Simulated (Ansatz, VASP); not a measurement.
GaSb: VASP beside Ansatz

INCAR

```
PREC = Accurate ; ENCUT = 500
EDIFF = 1E-6 ; ISMEAR = -1
SIGMA = 0.02 ; LREAL = False
LASPH = True ; NELM = 120
ALGO = Normal ; ISIF = 2
LWAVE = False ; LCHARG = True
GGA = PE ; LELF = True
LVHAR = True ; NBANDS = 21
GGA_COMPAT = False
```

File KPOINTS:

```
Automatic mesh
0
Gamma
  8 8 8
```

Contents of POSCAR:

```
GaSb
1.0
    0.0000000000      3.0352200099      3.0352200099
    3.0352200099      0.0000000000      3.0352200099
    3.0352200099      3.0352200099      0.0000000000
Ga Sb
1 1
Direct
    0.0000000000      0.0000000000      0.0000000000
    0.2500000000      0.2500000000      0.2500000000
```

Input for Ansatz:

```yaml
crystal:
  lattice:
    - [0.0, 3.0352200099, 3.0352200099]
    - [3.0352200099, 0.0, 3.0352200099]
    - [3.0352200099, 3.0352200099, 0.0]
  atoms:
    - { symbol: Ga, position: [0.0, 0.0, 0.0] }
    - { symbol: Sb, position: [0.25, 0.25, 0.25] }
kpoints:
  mp_grid: { grid: [8, 8, 8] }
  band_path:
    path:
      - [0.0, 0.0, 0.0]
      - [-0.5, -0.5, 0.0]
      - [-0.375, -0.375, 0.25]
      - [-0.375, 0.0, 0.375]
      - [0.0, 0.0, 0.5]
      - [-0.5, -0.25, 0.25]
    npoints: 1
hamiltonian:
  xc: pbe
scf:
  occupations: { method: fermi_dirac, width: 0.02 }
  n_extra_bands: 4
output:
  forces: true
  stress: true
  eigenvalues: true
  write_density: true
  write_potential: true
  elf: true
  volumetric_format: npy
```

Change from the starting cell: hydrostatic strain -1.0%.

Alike in both runs: task single point; functional PBE; k mesh 8 × 8 × 8; occupations fermi-dirac, width 0.02 eV; no spin polarisation.

|  | VASP | Ansatz |
| --- | --- | --- |
| version | VASP 6.6.1 | Ansatz 0.2.0 |
| potentials or method | VASP PAW PBE potentials, release 64 (Ga_d, Sb_d_GW) | plane waves, PAW |
| plane-wave cutoff (eV) | 500 | 420 |
| valence electrons in the cell | 28 | 28 |

```csv
,VASP,Ansatz,Ansatz less VASP
pressure (GPa),3.6,3.7,+0.01
```

Spin-orbit coupling is off throughout.
